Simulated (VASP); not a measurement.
Set up this calculation in VASP 6.6.1, as the native input.

```yaml
Task: relaxation of cell and atoms
Functional: r2SCAN
Potentials_or_basis: VASP PAW PBE potentials, release 64 (Hf_pv)
Cutoff: 550 eV
k_mesh: 10 × 10 × 10
Occupations: fermi-dirac, width 0.1 eV
Spin: no spin polarisation
Target_pressure: 10 GPa
Dipole_correction: no
Further_INCAR_settings: ALGO = Normal; EDIFF = 1e-07; IBRION = 2; EDIFFG = -0.02; NSW = 80; ISIF = 3
```

The system is Hf.

```
CELL_PARAMETERS angstrom
0.00000 2.23500 2.23500
2.23500 0.00000 2.23500
2.23500 2.23500 0.00000
ATOMIC_POSITIONS crystal
Hf 0.00000 0.00000 0.00000
```

This isn't the form of Hf at room conditions, which is hcp.

One way to write it, as run:

POSCAR

```
Hf
1.0
    0.0000000000      2.2350000000      2.2350000000
    2.2350000000      0.0000000000      2.2350000000
    2.2350000000      2.2350000000      0.0000000000
Hf
1
Direct
    0.0000000000      0.0000000000      0.0000000000
```

INCAR.step1

```
ALGO = Normal
EDIFF = 1E-5
EDIFFG = -0.005
ENCUT = 550
GGA = PE
GGA_COMPAT = F
IBRION = 2
ISIF = 3
ISMEAR = -1
LASPH = T
LCHARG = F
LREAL = F
LWAVE = T
NELM = 120
NELMIN = 4
NSW = 100
PREC = Accurate
SIGMA = 0.1
```

INCAR.step2

```
ALGO = Normal
EDIFF = 1E-7
EDIFFG = -0.02
ENCUT = 550
GGA_COMPAT = F
IBRION = 2
ISIF = 3
ISMEAR = -1
ISTART = 1
LASPH = T
LCHARG = F
LMIXTAU = T
LREAL = F
LWAVE = F
METAGGA = R2SCAN
NELM = 120
NELMIN = 4
NSW = 80
PREC = Accurate
PSTRESS = 100.0
SIGMA = 0.1
```

KPOINTS

```
k-points
0
Gamma
  10 10 10
```

Potentials or basis: VASP PAW PBE potentials, release 64 (Hf_pv).

Launch:

```sh
$ cat potpaw_PBE.64/Hf_pv/POTCAR > POTCAR
$ cp INCAR.step1 INCAR
$ mpirun -np 1 vasp_std > vasp.out
$ cp INCAR.step2 INCAR
$ mpirun -np 1 vasp_std > vasp.out
```

Results of the run:

```yaml
Relaxed_volume: 20.54 Å³/atom
Relaxed_cell: a = 3.074 Å, b = 3.074 Å, c = 3.074 Å, α = 60.00°, β = 60.00°, γ = 60.00°
Space_group_after_relaxing_to_0.1_Å: Fm-3m (No. 225)
Energy_change_on_relaxing_the_run_minimises_the_enthalpy: +53.0 meV/atom
Ionic_steps: 4
Pressure_after_relaxing: 10.0 GPa
Band_gap_on_the_k_mesh: zero (bands 5 and 6 overlap by 2.03 eV)
```

Caveat: the cell is relaxed towards a set pressure, so the run minimises the enthalpy, not the energy; the PAW data sets were made with another functional, which shifts forces and pressure a little; spin-orbit coupling is left out, which moves the levels of the heavy elements.

Run time: 84 s on 1 thread of Intel(R) Xeon(R) Platinum 8488C (Sapphire Rapids), on a shared host, peak memory 0.16 GiB.
